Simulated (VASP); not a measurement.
Li, 16 atoms in the cell. The typed cell holds 16 atoms: a = 7.205 Å, b = 7.205 Å, c = 7.205 Å, α = 90.00°, β = 90.00°, γ = 90.00°. 

```yaml
Program: VASP 6.6.1
Task: single point
Functional: r2SCAN
Potentials_or_basis: VASP PAW PBE potentials, release 64 (Li_sv)
Cutoff: 520 eV
k_mesh: 2 × 2 × 2
Occupations: fermi-dirac, width 0.1 eV
Spin: no spin polarisation
Dipole_correction: no
Further_INCAR_settings: LREAL = Auto; ALGO = Normal; EDIFF = 1e-07; NBANDS = 38
```

Potentials or basis: VASP PAW PBE potentials, release 64 (Li_sv).

Launch:

```bash
$ cat potpaw_PBE.64/Li_sv/POTCAR > POTCAR
$ cp INCAR.step1 INCAR
$ mpirun -np 1 vasp_std > vasp.out
$ cp INCAR.step2 INCAR
$ mpirun -np 1 vasp_std > vasp.out
```

Hardware: 1 thread of Oxide Virtual Turin-like Processor (shared host).

Q: How long does it take, and how much memory?

A: It took 33 min on 1 thread of Oxide Virtual Turin-like Processor, on a shared host, peak memory 0.41 GiB. Counts: k points 8.
